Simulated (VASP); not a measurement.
# In (R-3m) in VASP: settings compared

The runs below take In through single point, with LDA, PBE.

Everything below comes from runs of VASP 6.6.1. Logs are shortened: lines on timing, memory, paths and dates and some standing lists are left out, and cuts for length are marked.

## (1) The cell of the first run

It takes space group R-3m (No. 166, trigonal). Conventional cell: a = 3.339 Å, b = 3.339 Å, c = 24.622 Å, α = 90.00°, β = 90.00°, γ = 120.00°. In (site symmetry 3m) has 12 In at 3.34 to 3.35 Å within 4.4 Å. Within 4.4 Å of In (site symmetry -3m) lie 12 In at 3.34 to 3.35 Å.

## (2) Single point, LDA

INCAR

```
PREC = Accurate ; ENCUT = 520
EDIFF = 1E-6 ; ISMEAR = -1
SIGMA = 0.05 ; LREAL = False
LASPH = True ; NELM = 60
ALGO = Fast ; ISIF = 2
LWAVE = False ; LCHARG = False
GGA = CA ; NBANDS = 26
```

KPOINTS

```
regular mesh
0
Gamma
  9 9 9
```

POSCAR

```
In
1.0
    1.6696368166      0.9639652655      8.2074632500
   -1.6696368166      0.9639652655      8.2074632500
    0.0000000000     -1.9279305310      8.2074632500
In
3
Direct
    0.2219877600      0.2219877600      0.2219877600
    0.7780122400      0.7780122400      0.7780122400
    0.0000000000      0.0000000000      0.0000000000
```

Potentials or basis: VASP PAW LDA potentials, release 64 (In_d).

The run is started by

```sh
$ cat potpaw_LDA.64/In_d/POTCAR > POTCAR
$ mpirun -np 1 vasp_std > vasp.out
```

OUTCAR:

```text
PREC = Accurate
   ENCUT = 520
   EDIFF = 1E-6
   ISMEAR = -1
   LREAL = False
   LASPH = True
   NELM = 60
   ISIF = 2
   GGA = CA

 ion  position               nearest neighbor table
   1  0.222  0.222  0.222-   2 3.34   2 3.34   2 3.34   3 3.35   3 3.35   3 3.35
   2  0.778  0.778  0.778-   1 3.34   1 3.34   1 3.34   3 3.35   3 3.35   3 3.35
   3  0.000  0.000  0.000-   2 3.35   1 3.35   2 3.35   2 3.35   1 3.35   1 3.35

  LATTYP: Found a trigonal (rhomboedric) cell.
 ALAT       =     8.4308581492
 COS(alpha) =     0.9215612875

  Lattice vectors:

 A1 = (   1.6696368166,   0.9639652655,   8.2074632500)
 A2 = (  -1.6696368166,   0.9639652655,   8.2074632500)
 A3 = (   0.0000000000,  -1.9279305310,   8.2074632500)

Analysis of symmetry for initial positions (statically):
=====================================================================
 Subroutine PRICEL returns:
 Original cell was already a primitive cell.

 Routine SETGRP: Setting up the symmetry group for a
 trigonal (rhombohedral) supercell.

 Subroutine GETGRP returns: Found 12 space group operations
 (whereof 12 operations were pure point group operations)
 out of a pool of 12 trial point group operations.

The static configuration has the point symmetry D_3d.

Analysis of symmetry for dynamics (positions and initial velocities):
=====================================================================
 Subroutine PRICEL returns:
 Original cell was already a primitive cell.

 Routine SETGRP: Setting up the symmetry group for a
 trigonal (rhombohedral) supercell.

 Subroutine GETGRP returns: Found 12 space group operations
 (whereof 12 operations were pure point group operations)
 out of a pool of 12 trial point group operations.

The dynamic configuration has the point symmetry D_3d.

 Subroutine INISYM returns: Found 12 space group operations
 (whereof 12 operations are pure point group operations),
 and found     1 'primitive' translations

----------------------------------------------------------------------------------------

                                     Primitive cell

  volume of cell :      79.2581

  direct lattice vectors                    reciprocal lattice vectors
     1.669636817  0.963965265  8.207463250     0.299466324  0.172896963  0.040613442
    -1.669636817  0.963965265  8.207463250    -0.299466324  0.172896963  0.040613442
     0.000000000 -1.927930531  8.207463250     0.000000000 -0.345793926  0.040613442

  length of vectors
     8.430858149  8.430858149  8.430858149     0.348170778  0.348170778  0.348170778

  position of ions in fractional coordinates (direct lattice)
     0.221987760  0.221987760  0.221987760
     0.778012240  0.778012240  0.778012240
     0.000000000  0.000000000  0.000000000

  ion indices of the primitive-cell ions
   primitive index   ion index
                 1           1
                 2           2
                 3           3

----------------------------------------------------------------------------------------

 KPOINTS: regular mesh

Automatic generation of k-mesh.
 Grid dimensions read from file:
 generate k-points for:    9    9    9

 Generating k-lattice:

  Cartesian coordinates                     Fractional coordinates (reciprocal lattice)
     0.033274036  0.019210774  0.004512605     0.111111111  0.000000000 -0.000000000
    -0.033274036  0.019210774  0.004512605     0.000000000  0.111111111 -0.000000000
     0.000000000 -0.038421547  0.004512605    -0.000000000 -0.000000000  0.111111111

  Length of vectors
     0.038685642  0.038685642  0.038685642

  Shift w.r.t. Gamma in fractional coordinates (k-lattice)
     0.000000000  0.000000000  0.000000000

 Subroutine IBZKPT returns following result:
 ===========================================

 Found     85 irreducible k-points:

 Following reciprocal coordinates:
            Coordinates               Weight
  0.000000  0.000000  0.000000      1.000000
  0.111111  0.000000  0.000000      6.000000
  0.222222 -0.000000  0.000000      6.000000
  0.333333 -0.000000  0.000000      6.000000
  0.444444 -0.000000  0.000000      6.000000
  0.111111  0.111111  0.000000      6.000000
[... 16 lines left out ...]
 -0.333333  0.333333  0.000000      6.000000
  0.444444  0.444444  0.000000      6.000000
 [... further k-points ...]
   k-points           NKPTS =     85   k-points in BZ     NKDIM =     85   number of bands    NBANDS=     26
   number of dos      NEDOS =    301   number of ions     NIONS =      3
   total plane-waves  NPLWV = 262144
   dimension x,y,z NGX =    64 NGY =   64 NGZ =   64
   dimension x,y,z NGXF=   128 NGYF=  128 NGZF=  128
   ions per type =               3
   NGX,Y,Z   is equivalent  to a cutoff of  12.62, 12.62, 12.62 a.u.
   NGXF,Y,Z  is equivalent  to a cutoff of  25.24, 25.24, 25.24 a.u.
 SYSTEM =  unknown system
   PREC   = accura    normal or accurate (medium, high low for compatibility)
   ISTART =      0    job   : 0-new  1-cont  2-samecut
   ICHARG =      2    charge: 1-file 2-atom 10-const
   ISPIN  =      1    spin polarized calculation?
   LNONCOLLINEAR =      F non collinear calculations
   LSORBIT =      F    spin-orbit coupling
   LASPH  =      T    aspherical Exc in radial PAW
   ENCUT  =  520.0 eV  38.22 Ry    6.18 a.u.  15.68 15.68 15.68*2*pi/ulx,y,z
   NELM   =     60;   NELMIN=  2; NELMDL= -5     # of ELM steps
   EDIFF  = 0.1E-05   stopping-criterion for ELM
   LREAL  =      F    real-space projection
   EDIFFG = 0.1E-04   stopping-criterion for IOM
   NSW    =      0    number of steps for IOM
   IBRION =     -1    ionic relax: 0-MD 1-quasi-New 2-CG
   NFREE  =      0    steps in history (QN), initial steepest desc. (CG)
   ISIF   =      2    stress and relaxation
   ISYM   =      2    0-nonsym 1-usesym 2-fastsym
   POTIM  = 0.5000    time-step for ionic-motion
   TEBEG  =    0.0;   TEEND  =   0.0 temperature during run
   PSTRESS=    0.0 pullay stress
   NELECT =      39.0000    total number of electrons
   NUPDOWN=      -1.0000    fix difference up-down
   EMIN   =  10.00;   EMAX   =-10.00  energy-range for DOS
   EFERMI =   0.00;   METHOD = LEGACY
   ISMEAR =    -1;   SIGMA  =   0.05  broadening in eV -4-tet -1-fermi 0-gaus
   EFERMI_NEDOS =   21; number of points for ismear=-14 and -15
   IALGO  =     68    algorithm
   IMIX   =      4    mixing-type and parameters
     AMIX     =   0.40;   BMIX     =  1.00
     AMIX_MAG =   1.60;   BMIX_MAG =  1.00
  volume/ion in A,a.u.               =      26.42       178.29
  Fermi-wavevector in a.u.,A,eV,Ry     =   1.292454  2.442384 22.727687  1.670438
  Thomas-Fermi vector in A             =   2.424161
   LORBIT       =      0    0 simple, 1 ext, 2 COOP (PROOUT), +10 PAW based schemes
   GGA     = CA    functional components
   LHFCALC =     F    Hartree Fock is set to
   AEXX    =    0.0000 exact exchange contribution
   IVDW    =     0    specifies the selected vdW correction
   LEPSILON=     F    determine dielectric tensor
   LRPA    =     F    only Hartree local field effects (RPA)
 non-spin polarized calculation
 RMM-DIIS sequential band-by-band and
  energy-cutoff  :      520.00
  volume of cell :       79.26
 maximum number of plane-waves:      2160
   NGX = 31   NGY = 31   NGZ = 31

 number of electron      38.9999997 magnetization

 Free energy of the ion-electron system (eV)
  ---------------------------------------------------
  ext. energy  EPLUGINS =         0.00000000
  ---------------------------------------------------
  free energy    TOTEN  =        -9.57029415 eV

  energy without entropy =       -9.55606943  energy(sigma->0) =       -9.56318179

 E-fermi :   7.1005     XC(G=0): -10.4804

 val. band max:        7.0879595655   @ k =  -0.2222  -0.2222   0.1111
 cond. band min:       7.1100604193   @ k =   0.2222   0.2222   0.0000
 fundamental gap:      0.0221008538
 Fermi energy:         7.1004676912

 k-point     1 :       0.0000    0.0000    0.0000
  band No.  band energies     occupation
      1      -7.4758      2.00000
      2      -7.4685      2.00000
      3      -7.4300      2.00000
      4      -7.4246      2.00000
      5      -7.4246      2.00000
      6      -7.4006      2.00000
[... 18 lines left out ...]
     25      17.2780      0.00000
     26      17.3523      0.00000

 k-point     2 :       0.1111    0.0000    0.0000
  band No.  band energies     occupation
      1      -7.4742      2.00000
      2      -7.4652      2.00000
      3      -7.4315      2.00000
      4      -7.4203      2.00000
      5      -7.3954      2.00000
      6      -7.3886      2.00000
[... 18 lines left out ...]
     25      16.0273      0.00000
     26      16.8543      0.00000

 k-point     3 :       0.2222   -0.0000    0.0000
  band No.  band energies     occupation
      1      -7.5181      2.00000
      2      -7.4931      2.00000
      3      -7.4269      2.00000
      4      -7.4003      2.00000
      5      -7.3798      2.00000
      6      -7.3739      2.00000
[... 18 lines left out ...]
     25      13.7090      0.00000
     26      15.5431      0.00000

 k-point     4 :       0.3333   -0.0000    0.0000
  band No.  band energies     occupation
      1      -7.5647      2.00000
      2      -7.5379      2.00000
      3      -7.4728      2.00000
      4      -7.4365      2.00000
      5      -7.4205      2.00000
      6      -7.3924      2.00000
[... 18 lines left out ...]
     25      12.5790      0.00000
     26      13.9297      0.00000
[... 496 lines left out ...]
      1      -7.5209      2.00000
      2      -7.4887      2.00000
      3      -7.4600      2.00000
      4      -7.4200      2.00000
      5      -7.3883      2.00000
      6      -7.3706      2.00000
[... 18 lines left out ...]
     25       9.7928      0.00000
     26      11.6617      0.00000

 k-point    23 :      -0.3333    0.3333    0.0000
  band No.  band energies     occupation
      1      -7.5193      2.00000
      2      -7.4617      2.00000
      3      -7.4589      2.00000
      4      -7.3827      2.00000
      5      -7.3811      2.00000
      6      -7.3081      2.00000
[... 18 lines left out ...]
     25      10.7313      0.00000
     26      11.7313      0.00000

 k-point    24 :       0.4444    0.4444    0.0000
  band No.  band energies     occupation
      1      -7.6201      2.00000
      2      -7.5389      2.00000
      3      -7.4920      2.00000
      4      -7.4842      2.00000
      5      -7.4448      2.00000
      6      -7.3933      2.00000
[... 18 lines left out ...]
     25      13.5904      0.00000
     26      13.6712      0.00000

 [... further k-points ...]
[... 5 lines left out ...]
  --------------------------------------------------------------------------------------
  -------------------------------------------------------------------------------------
  Total       -1.2441420     -1.2441420     -1.5157857      0.0000000      0.0000000     -0.0000000
  in kB      -25.1499385    -25.1499385    -30.6411318      0.0000000      0.0000000     -0.0000000
  external PRESSURE =     -26.9803363 kB  Pullay stress =       0.0000000 kB

 VOLUME and BASIS-vectors are now :
 -----------------------------------------------------------------------------
  energy-cutoff  :      520.00
  volume of cell :       79.26
      direct lattice vectors                 reciprocal lattice vectors
     1.669636817  0.963965265  8.207463250     0.299466324  0.172896963  0.040613442
    -1.669636817  0.963965265  8.207463250    -0.299466324  0.172896963  0.040613442
     0.000000000 -1.927930531  8.207463250     0.000000000 -0.345793926  0.040613442

 POSITION                                       TOTAL-FORCE (eV/Angst)
 -----------------------------------------------------------------------------------
      0.00000      0.00000      5.46587         0.000000      0.000000     -0.030657
      0.00000      0.00000     19.15652         0.000000      0.000000      0.030657
      0.00000      0.00000      0.00000         0.000000     -0.000000      0.000000
 -----------------------------------------------------------------------------------
    total drift:                                0.000000      0.000000     -0.000000

  FREE ENERGIE OF THE ION-ELECTRON SYSTEM (eV)
  ---------------------------------------------------
  free  energy   TOTEN  =        -9.5702941540 eV

  energy  without entropy=       -9.5560694250  energy(sigma->0) =       -9.56318179
```

Run time: 30 min. Hardware: 1 thread of AMD EPYC 7R43 (Zen 3), shared host; peak memory 0.42 GiB.

Results:

* Free energy: -9.5703 eV
* Pressure: -2.7 GPa
* Largest force: 0.031 eV/Å

Forces in eV/Å, atoms in the order of the input:
```
In   0.000  0.000 -0.031
In   0.000  0.000  0.031
In   0.000  0.000  0.000
```

Caveat: spin-orbit coupling is left out, which moves the levels of the heavy elements.

(Part 1 of 2 ends here.)
